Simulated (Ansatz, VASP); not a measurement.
Pt in VASP and in Ansatz

```xyz
1
Lattice="0.0000 1.9593 1.9593 1.9593 0.0000 1.9593 1.9593 1.9593 0.0000" Properties=species:S:1:pos:R:3 pbc="T T T"
Pt    0.0000    0.0000    0.0000
```

Alike in both runs: functional PBEsol; k mesh 12 × 12 × 12; occupations gaussian, width 0.1 eV; no spin polarisation.

Ansatz relaxed the structure, and its values are those at the end. VASP's run is a single point on that final structure, the one shown.

|  | VASP | Ansatz |
| --- | --- | --- |
| version | VASP 6.6.1 | Ansatz 0.2.0 |
| potentials or method | VASP PAW PBE potentials, release 64 (Pt) | scalar-relativistic, plane waves, PAW |
| plane-wave cutoff (eV) | 500 | 420 |
| valence electrons in the cell | 10 | 18 |

VASP gave:

```
gap on the k mesh at the Fermi level (eV) : none
pressure (GPa)                            : -0.3
```

Q: Estimate Ansatz's values.

A: gap on the k mesh at the Fermi level (eV): none; pressure (GPa): 0.0.

VASP's potentials were made for PBE, not for PBEsol. A gap of «none» marks a metal or a gap that the smearing closes. VASP's potentials hold 10 valence electrons a cell and Ansatz's 18, so a difference there can come from the potentials and not from the codes.

Spin-orbit coupling is off throughout.
